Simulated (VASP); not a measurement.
A run of VASP 6.6.1:

File INCAR:

```
PREC = Accurate
ENCUT = 520
EDIFF = 1E-6
ISMEAR = 0
SIGMA = 0.05
LREAL = False
LASPH = True
NELM = 150
ALGO = Normal
ISIF = 2
LWAVE = False
LCHARG = True
ISPIN = 2
MAGMOM = 0.05
LORBIT = 11
LMAXMIX = 4
GGA = PE
LELF = True
LVHAR = True
NBANDS = 16
```

The input KPOINTS:

```
Automatic mesh
0
Gamma
  20 20 20
```

POSCAR

```
Cr
1.0
   -1.4238017299      1.4238017299      1.4238017299
    1.4238017299     -1.4238017299      1.4238017299
    1.4238017299      1.4238017299     -1.4238017299
Cr
1
Direct
    0.0000000000      0.0000000000      0.0000000000
```

Potentials or basis: VASP PAW PBE potentials, release 64 (Cr_pv).

Command:

```sh
$ cat potpaw_PBE.64/Cr_pv/POTCAR > POTCAR
$ mpirun -np 1 vasp_std > vasp.out
```

Hardware: 1 thread of AMD EPYC 7R13 Processor (Zen 3), with other jobs on the host.

Problem. How long does it take, and how much memory?

Solution. Wall time 48 s on 1 thread of AMD EPYC 7R13 Processor (Zen 3), on a shared host, peak memory 0.14 GiB. Counts: scf iterations 12, k points 256.
